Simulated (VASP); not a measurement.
Here is a VASP 6.6.1 calculation.

Contents of INCAR:

```
PREC = Accurate
ENCUT = 520
EDIFF = 1E-6
ISMEAR = 0
SIGMA = 0.05
LREAL = False
LASPH = True
NELM = 80
ALGO = Normal
ISIF = 2
LWAVE = False
LCHARG = False
GGA = PS
NBANDS = 16
```

KPOINTS

```
regular mesh
0
Gamma
  12 12 6
```

File POSCAR:

```
AlN
1.0
    3.3121157418      0.2172747927      0.0000000000
   -1.4678923809      2.7597389764      0.0000000000
    0.0000000000      0.0000000000      4.1875630000
Al N
2 2
Direct
    0.3333333333      0.6666666667      0.7500000000
    0.6666666667      0.3333333333      0.2500000000
    0.3333333333      0.6666666667      0.2500000000
    0.6666666667      0.3333333333      0.7500000000
```

Potentials or basis: VASP PAW PBE potentials, release 64 (Al, N).

Run with:

```bash
$ cat potpaw_PBE.64/Al/POTCAR potpaw_PBE.64/N/POTCAR > POTCAR
$ mpirun -np 1 vasp_std > vasp.out
```

(1) What does it give for the largest force?

(2) What does it give for the band gap on the k mesh?

## Answers

(1) 1.884 eV/Å.

(2) 2.95 eV (least direct gap 3.08 eV).

Caveat: the cell differs from its parent crystal (strain +0.1312 x Voigt [0, 0, 0, 0, 0, 1]); the PAW data sets were made with another functional, which shifts forces and pressure a little.
